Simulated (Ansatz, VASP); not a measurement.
# One calculation of EuS, two programs

```
Eu S
1.0
     0.00000    2.92334    2.92334
     2.92334    0.00000    2.92334
     2.92334    2.92334    0.00000
Eu S
1 1
Direct
  0.00000 0.00000 0.00000
  0.50000 0.50000 0.50000
```

Alike in both runs: functional r2SCAN; dispersion D4; k mesh 9 × 9 × 9; collinear spin.

Ansatz relaxed the structure, and its values are those at the end. VASP's run is a single point on that final structure, the one shown.

```csv
,VASP,Ansatz
version,VASP 6.6.1,Ansatz 0.2.0
potentials or method,"VASP PAW PBE potentials, release 64 (Eu, S), cutoff 800 eV","plane waves, PAW"
occupations,"fermi-dirac, width 0.1 eV",fermi-dirac
valence electrons in the cell,23,23
```

Ansatz gave:

| Item | Value |
| --- | --- |
| pressure (GPa) | 0.0 |
| net moment per atom (μB) | 3.49 |
| size of the moment on the site where the two differ most (μB) | 6.77 |

Estimate VASP's values.

pressure (GPa): -0.4; net moment per atom (μB): 3.48; size of the moment on the site where the two differ most (μB): 6.50.

VASP's potentials were made for PBE, not for r2SCAN. Site moments also hang on the region over which each program counts them. Ansatz's warnings: given moment on shells, stress scf threshold loose.

Spin-orbit coupling is off throughout.
